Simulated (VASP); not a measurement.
# Au (Pm-3m) in VASP: a series of runs

Au is run at these levels: PBE+D4, PBE, BLYP; tasks: relaxation of cell and atoms, single point.

Program: VASP 6.6.1. These are calculated values, not measurements. Logs are shortened: lines on timing, memory, paths and dates and some standing lists are left out, and cuts for length are marked.

### Step 1. The cell of the first run

It takes space group Pm-3m (No. 221, cubic). Conventional cell: a = 2.748 Å, b = 2.748 Å, c = 2.748 Å, α = 90.00°, β = 90.00°, γ = 90.00°. Within 3.6 Å of Au (site symmetry m-3m) lie 6 Au at 2.75 Å.

### Step 2. Relaxation of cell and atoms, PBE+D4

INCAR

```
PREC     = Accurate       # precision mode
ENCUT    = 600            # plane-wave cutoff, eV
EDIFF    = 1E-6           # SCF threshold, eV
ISMEAR   = -1             # smearing method
SIGMA    = 0.05           # smearing width, eV
LREAL    = F              # projectors in reciprocal space
LASPH    = T              # aspherical terms in the spheres
NELM     = 60             # most SCF steps
ALGO     = Fast           # electronic algorithm
ISIF     = 3              # what is computed and relaxed
LWAVE    = F              # write WAVECAR
LCHARG   = F              # write CHGCAR
GGA      = PE             # functional
IVDW     = 13             # dispersion correction
IBRION   = 2              # ionic algorithm
NSW      = 60             # ionic steps
EDIFFG   = -0.01          # ionic threshold
```

KPOINTS

```
Automatic mesh
0
Gamma
  10 10 10
```

POSCAR

```
Au
1.0
    2.7484100000      0.0000000000      0.0000000000
    0.0000000000      2.7484100000      0.0000000000
    0.0000000000      0.0000000000      2.7484100000
Au
1
Direct
    0.5000000000      0.5000000000      0.5000000000
```

Potentials or basis: VASP PAW PBE potentials, release 64 (Au).

Run with:

```console
> cat potpaw_PBE.64/Au/POTCAR > POTCAR
> mpirun -np 1 vasp_std > vasp.out
```

OUTCAR:

```text
PREC = Accurate
   ENCUT = 600
   EDIFF = 1E-6
   ISMEAR = -1
   LREAL = F
   LASPH = T
   NELM = 60
   ISIF = 3
   GGA = PE
   IVDW = 13
   IBRION = 2
   NSW = 60
   EDIFFG = -0.01

 ion  position               nearest neighbor table
   1  0.500  0.500  0.500-

  LATTYP: Found a simple cubic cell.
 ALAT       =     2.7484100000

  Lattice vectors:

 A1 = (   2.7484100000,   0.0000000000,   0.0000000000)
 A2 = (   0.0000000000,   2.7484100000,   0.0000000000)
 A3 = (   0.0000000000,   0.0000000000,   2.7484100000)

Analysis of symmetry for initial positions (statically):
=====================================================================
 Subroutine PRICEL returns:
 Original cell was already a primitive cell.

 Routine SETGRP: Setting up the symmetry group for a
 simple cubic supercell.

 Subroutine GETGRP returns: Found 48 space group operations
[... 9 lines left out ...]

 Routine SETGRP: Setting up the symmetry group for a
 simple cubic supercell.

 Subroutine GETGRP returns: Found 48 space group operations
[... 11 lines left out ...]
                                     Primitive cell

  volume of cell :      20.7608

  direct lattice vectors                    reciprocal lattice vectors
     2.748410000  0.000000000  0.000000000     0.363846733  0.000000000  0.000000000
     0.000000000  2.748410000  0.000000000     0.000000000  0.363846733  0.000000000
     0.000000000  0.000000000  2.748410000     0.000000000  0.000000000  0.363846733

  length of vectors
     2.748410000  2.748410000  2.748410000     0.363846733  0.363846733  0.363846733

  position of ions in fractional coordinates (direct lattice)
     0.500000000  0.500000000  0.500000000

  ion indices of the primitive-cell ions
   primitive index   ion index
                 1           1

----------------------------------------------------------------------------------------

 KPOINTS: Automatic mesh

Automatic generation of k-mesh.
 Grid dimensions read from file:
 generate k-points for:   10   10   10

 Generating k-lattice:

  Cartesian coordinates                     Fractional coordinates (reciprocal lattice)
     0.036384673  0.000000000  0.000000000     0.100000000  0.000000000  0.000000000
     0.000000000  0.036384673  0.000000000     0.000000000  0.100000000  0.000000000
     0.000000000  0.000000000  0.036384673     0.000000000  0.000000000  0.100000000

  Length of vectors
     0.036384673  0.036384673  0.036384673

  Shift w.r.t. Gamma in fractional coordinates (k-lattice)
     0.000000000  0.000000000  0.000000000

 Subroutine IBZKPT returns following result:
 ===========================================

 Found     56 irreducible k-points:

 Following reciprocal coordinates:
            Coordinates               Weight
  0.000000  0.000000  0.000000      1.000000
  0.100000  0.000000  0.000000      6.000000
  0.200000  0.000000  0.000000      6.000000
  0.300000  0.000000  0.000000      6.000000
  0.400000  0.000000  0.000000      6.000000
  0.500000  0.000000  0.000000      3.000000
[... 16 lines left out ...]
  0.200000  0.100000  0.100000     24.000000
  0.300000  0.100000  0.100000     24.000000
 [... further k-points ...]
   k-points           NKPTS =     56   k-points in BZ     NKDIM =     56   number of bands    NBANDS=      9
   number of dos      NEDOS =    301   number of ions     NIONS =      1
   total plane-waves  NPLWV =  13824
   dimension x,y,z NGX =    24 NGY =   24 NGZ =   24
   dimension x,y,z NGXF=    48 NGYF=   48 NGZF=   48
   ions per type =               1
   NGX,Y,Z   is equivalent  to a cutoff of  14.52, 14.52, 14.52 a.u.
   NGXF,Y,Z  is equivalent  to a cutoff of  29.03, 29.03, 29.03 a.u.
 SYSTEM =  unknown system
   PREC   = accura    normal or accurate (medium, high low for compatibility)
   ISTART =      0    job   : 0-new  1-cont  2-samecut
   ICHARG =      2    charge: 1-file 2-atom 10-const
   ISPIN  =      1    spin polarized calculation?
   LNONCOLLINEAR =      F non collinear calculations
   LSORBIT =      F    spin-orbit coupling
   LASPH  =      T    aspherical Exc in radial PAW
   ENCUT  =  600.0 eV  44.10 Ry    6.64 a.u.   5.49  5.49  5.49*2*pi/ulx,y,z
   NELM   =     60;   NELMIN=  2; NELMDL= -5     # of ELM steps
   EDIFF  = 0.1E-05   stopping-criterion for ELM
   LREAL  =      F    real-space projection
   EDIFFG = -.1E-01   stopping-criterion for IOM
   NSW    =     60    number of steps for IOM
   IBRION =      2    ionic relax: 0-MD 1-quasi-New 2-CG
   NFREE  =      1    steps in history (QN), initial steepest desc. (CG)
   ISIF   =      3    stress and relaxation
   ISYM   =      2    0-nonsym 1-usesym 2-fastsym
   POTIM  = 0.5000    time-step for ionic-motion
   TEBEG  =    0.0;   TEEND  =   0.0 temperature during run
   PSTRESS=    0.0 pullay stress
   NELECT =      11.0000    total number of electrons
   NUPDOWN=      -1.0000    fix difference up-down
   EMIN   =  10.00;   EMAX   =-10.00  energy-range for DOS
   EFERMI =   0.00;   METHOD = LEGACY
   ISMEAR =    -1;   SIGMA  =   0.05  broadening in eV -4-tet -1-fermi 0-gaus
   EFERMI_NEDOS =   21; number of points for ismear=-14 and -15
   IALGO  =     68    algorithm
   IMIX   =      4    mixing-type and parameters
     AMIX     =   0.40;   BMIX     =  1.00
     AMIX_MAG =   1.60;   BMIX_MAG =  1.00
  volume/ion in A,a.u.               =      20.76       140.10
  Fermi-wavevector in a.u.,A,eV,Ry     =   1.324720  2.503358 23.876646  1.754884
  Thomas-Fermi vector in A             =   2.454234
   LORBIT       =      0    0 simple, 1 ext, 2 COOP (PROOUT), +10 PAW based schemes
   GGA     = PE    functional components
   LHFCALC =     F    Hartree Fock is set to
   AEXX    =    0.0000 exact exchange contribution
   IVDW    =    13    specifies the selected vdW correction
   LEPSILON=     F    determine dielectric tensor
   LRPA    =     F    only Hartree local field effects (RPA)
 conjugate gradient relaxation of ions
 non-spin polarized calculation
 RMM-DIIS sequential band-by-band and
  energy-cutoff  :      600.00
  volume of cell :       20.76
 maximum number of plane-waves:       739
 NGX is ok and might be reduce to    24
   NGX = 11   NGY = 11   NGZ = 11

--------------------------------------- Ionic step        1  -------------------------------------------

 number of electron      11.0000001 magnetization

 Free energy of the ion-electron system (eV)
  ---------------------------------------------------
  ext. energy  EPLUGINS =         0.00000000
  ---------------------------------------------------
  free energy    TOTEN  =        -3.01315688 eV

  energy without entropy =       -3.00984579  energy(sigma->0) =       -3.01150134

------------------------ aborting loop because EDIFF is reached ----------------------------------------

  DFT-D4 for vdW energy calculation

  Edisp (eV):   -0.57277

  FORCE on cell =-STRESS in cart. coord.  units (eV):
  Direction    XX          YY          ZZ          XY          YZ          ZX
  --------------------------------------------------------------------------------------
  -------------------------------------------------------------------------------------
  Total      -0.51296    -0.51296    -0.51296    -0.00000     0.00000    -0.00000
  in kB     -39.58649   -39.58649   -39.58649    -0.00000     0.00000    -0.00000
  external pressure =      -39.59 kB  Pullay stress =        0.00 kB
[... 59 lines left out ...]
  energy  without entropy=       -3.5801014810  energy(sigma->0) =       -3.58218217

--------------------------------------- Ionic step        3  -------------------------------------------

 number of electron      11.0000002 magnetization

 Free energy of the ion-electron system (eV)
  ---------------------------------------------------
  ext. energy  EPLUGINS =         0.00000000
  ---------------------------------------------------
  free energy    TOTEN  =        -3.00322436 eV

  energy without entropy =       -2.99949588  energy(sigma->0) =       -3.00136012

 E-fermi :   6.7482     XC(G=0): -11.6310

 val. band max:        6.6424655995   @ k =   0.4000   0.3000   0.0000
 cond. band min:       6.7971802500   @ k =   0.5000   0.1000   0.0000
 fundamental gap:      0.1547146504
 Fermi energy:         6.7482295093

 k-point     1 :       0.0000    0.0000    0.0000
  band No.  band energies     occupation
      1      -1.2929      2.00000
      2       0.9075      2.00000
      3       0.9075      2.00000
      4       5.3243      2.00000
      5       5.3243      2.00000
      6       5.3243      2.00000
      7      20.7993      0.00000
      8      20.7993      0.00000
      9      20.7993      0.00000
[... 265 lines left out ...]
 k-point    24 :       0.3000    0.1000    0.1000
  band No.  band energies     occupation
      1       0.7229      2.00000
      2       1.4924      2.00000
      3       2.9457      2.00000
      4       4.0822      2.00000
      5       4.3979      2.00000
      6       5.1016      2.00000
      7      13.7837      0.00000
      8      21.5240      0.00000
      9      22.2087      0.00000

 [... further k-points ...]

------------------------ aborting loop because EDIFF is reached ----------------------------------------

  DFT-D4 for vdW energy calculation

  Edisp (eV):   -0.59219

  FORCE on cell =-STRESS in cart. coord.  units (eV):
  Direction    XX          YY          ZZ          XY          YZ          ZX
  --------------------------------------------------------------------------------------
  -------------------------------------------------------------------------------------
  Total      -0.00061    -0.00061    -0.00061    -0.00000     0.00000    -0.00000
  in kB      -0.04911    -0.04911    -0.04911    -0.00000     0.00000    -0.00000
  external pressure =       -0.05 kB  Pullay stress =        0.00 kB
[... 16 lines left out ...]
  FREE ENERGIE OF THE ION-ELECTRON SYSTEM (eV)
  ---------------------------------------------------
  free  energy   TOTEN  =        -3.5954113639 eV

  energy  without entropy=       -3.5916828804  energy(sigma->0) =       -3.59354712

 reached required accuracy - stopping structural energy minimisation
```

Wall time 21 s (1 thread of Intel Xeon Platinum 8259CL at 2.50GHz (Skylake/Cascade Lake), shared host); peak memory 0.15 GiB.

Results:

* Free energy: -3.5954 eV
* Relaxed volume: 20.02 Å³/atom
* Relaxed cell: a = 2.715 Å, b = 2.715 Å, c = 2.715 Å, α = 90.00°, β = 90.00°, γ = 90.00°
* Space group after relaxing (to 0.05 Å): Pm-3m (No. 221)
* Energy gained by relaxing: 9.5 meV/atom
* Ionic steps: 3
* Pressure after relaxing: 0.0 GPa
* Dispersion energy per atom: -0.592 eV

The path:
```tsv
step	energy change (eV)	largest force (eV/Å)	pressure (GPa)	volume (Å³)
1	0.0000	0.0000	-3.96	20.76
2	0.0017	0.0000	4.86	19.26
3	-0.0095	0.0000	0.00	20.02
```

Final structure:
```yaml
crystal:
  lattice:
    - [2.71539, 0.00000, 0.00000]
    - [0.00000, 2.71539, 0.00000]
    - [0.00000, 0.00000, 2.71539]
  atoms:
    - { symbol: Au, position: [0.50000, 0.50000, 0.50000] }
```

Levels at points of the mesh, in eV from the Fermi level:
```csv
k point,band 3,band 4,band 5,band 6,band 7,band 8
"(0.00, 0.00, 0.00)",-5.84,-1.42,-1.42,-1.42,14.05,14.05
"(0.50, 0.00, 0.00)",-2.94,-2.94,-1.28,-0.56,2.22,16.39
"(0.50, 0.50, 0.00)",-2.67,-2.67,-0.21,3.85,3.85,6.73
"(0.50, 0.50, 0.50)",-5.09,-0.12,-0.12,8.59,8.59,8.59
```

Caveat: spin-orbit coupling is left out, which moves the levels of the heavy elements; pairwise dispersion overbinds metals, which lowers pressure and volume.

### Step 3. Single point, PBE

INCAR

```
SYSTEM = Au
PREC     = Accurate       ! precision mode
ENCUT    = 520            ! plane-wave cutoff, eV
EDIFF    = 1E-7           ! SCF threshold, eV
ISMEAR   = 0              ! smearing method
SIGMA    = 0.024          ! smearing width, eV
LREAL    = .FALSE.        ! projectors in reciprocal space
LASPH    = .TRUE.         ! aspherical terms in the spheres
NELM     = 80             ! most SCF steps
ALGO     = Normal         ! electronic algorithm
ISIF     = 2              ! what is computed and relaxed
LWAVE    = .FALSE.        ! write WAVECAR
LCHARG   = .FALSE.        ! write CHGCAR
GGA      = PE             ! functional
NBANDS   = 12             ! bands
```

KPOINTS

```
Automatic mesh
0
G
  10 10 10
  0 0 0
```

POSCAR is that of step 2.

Potentials or basis: VASP PAW PBE potentials, release 64 (Au).

Run with:

```console
> cat potpaw_PBE.64/Au/POTCAR > POTCAR
> mpirun -np 1 vasp_std > vasp.out
```

Wall time 5.5 s (1 thread of Intel Xeon 6975P-C, shared host); peak memory 0.13 GiB.

It converged, with:

```yaml
Free_energy: -3.0116 eV
Pressure: 0.1 GPa
```

Levels at points of the mesh, in eV from the Fermi level:
```tsv
k point	band 2	band 3	band 4	band 5	band 6	band 7	band 8	band 9
(0.00, 0.00, 0.00)	-5.64	-5.64	-1.48	-1.48	-1.48	13.79	13.79	13.79
(0.50, 0.00, 0.00)	-5.25	-2.90	-2.90	-1.35	-0.46	2.00	16.28	18.38
(0.50, 0.50, 0.00)	-4.91	-2.65	-2.65	-0.35	3.80	3.80	6.33	11.40
(0.50, 0.50, 0.50)	-4.92	-4.92	-0.25	-0.25	8.36	8.36	8.36	10.12
```

Caveat: spin-orbit coupling is left out, which moves the levels of the heavy elements.

### Step 4. Single point, BLYP

This run uses another cell than the first one, of 22.37 Å³/atom, 1.078 times its volume.

INCAR

```
PREC = Accurate ; ENCUT = 520
EDIFF = 1E-7 ; ISMEAR = -1
SIGMA = 0.05 ; LREAL = F
LASPH = T ; NELM = 80
ALGO = Fast ; ISIF = 2
LWAVE = F ; LCHARG = T
GGA = B5 ; ALDAX = 1.0
AGGAX = 1.0 ; AGGAC = 1.0
ALDAC = 0.0 ; LELF = T
LVHAR = T ; NBANDS = 12
```

KPOINTS

```
regular mesh
0
Gamma
  10 10 10
```

POSCAR

```
Au
1.0
    2.8178631665      0.0000000000      0.0000000000
    0.0000000000      2.8178631665      0.0000000000
    0.0000000000      0.0000000000      2.8178631665
Au
1
Direct
    0.5000000000      0.5000000000      0.5000000000
```

Run with:

```console
> cat potpaw_PBE.64/Au/POTCAR > POTCAR
> mpirun -np 1 vasp_std > vasp.out
```

Run time: 14 s. Hardware: 1 thread of Intel Xeon 6975P-C, shared host; peak memory 0.14 GiB.

The run converged. Its results:

| Item | Value |
| --- | --- |
| Free energy | -2.4272 eV |
| Pressure | 0.4 GPa |

Levels at points of the mesh, in eV from the Fermi level:
```csv
k point,band 1,band 2,band 3,band 4,band 5,band 6,band 7,band 8,band 9,band 10
"(0.00, 0.00, 0.00)",-7.14,-5.19,-5.19,-1.50,-1.50,-1.50,13.37,13.37,13.37,18.36
"(0.50, 0.00, 0.00)",-5.28,-4.84,-2.75,-2.75,-1.39,0.03,1.67,16.36,18.06,18.06
"(0.50, 0.50, 0.00)",-5.06,-4.56,-2.53,-2.53,-0.49,3.90,3.90,5.59,11.44,20.15
"(0.50, 0.50, 0.50)",-4.50,-4.50,-4.50,-0.41,-0.41,8.02,8.02,8.02,10.66,10.73
```

Caveat: the PAW data sets were made with another functional, which shifts forces and pressure a little; spin-orbit coupling is left out, which moves the levels of the heavy elements.

### Step 5. The runs side by side

```tsv
task	level	cell	cutoff (eV)	smearing	gap on the mesh (eV)	pressure (GPa)
relaxation of cell and atoms	PBE+D4	relaxed from a = 2.748 Å, 1 atom	600	fermi-dirac 0.05 eV	none	0.0
single point	PBE	a = 2.748 Å, 1 atom	520	gaussian 0.024 eV	none	0.1
single point	BLYP	a = 2.818 Å, 1 atom	520	fermi-dirac 0.05 eV	none	0.4
```

Alike in all rows: potentials or basis VASP PAW PBE potentials, release 64 (Au); no spin polarisation; k mesh 10 × 10 × 10.

Caveats: spin-orbit coupling is left out, which moves the levels of the heavy elements; pairwise dispersion overbinds metals, which lowers pressure and volume (some runs); the PAW data sets were made with another functional, which shifts forces and pressure a little (some runs).

Total energies depend on the potentials used, so only differences within one code and one set of settings carry meaning.
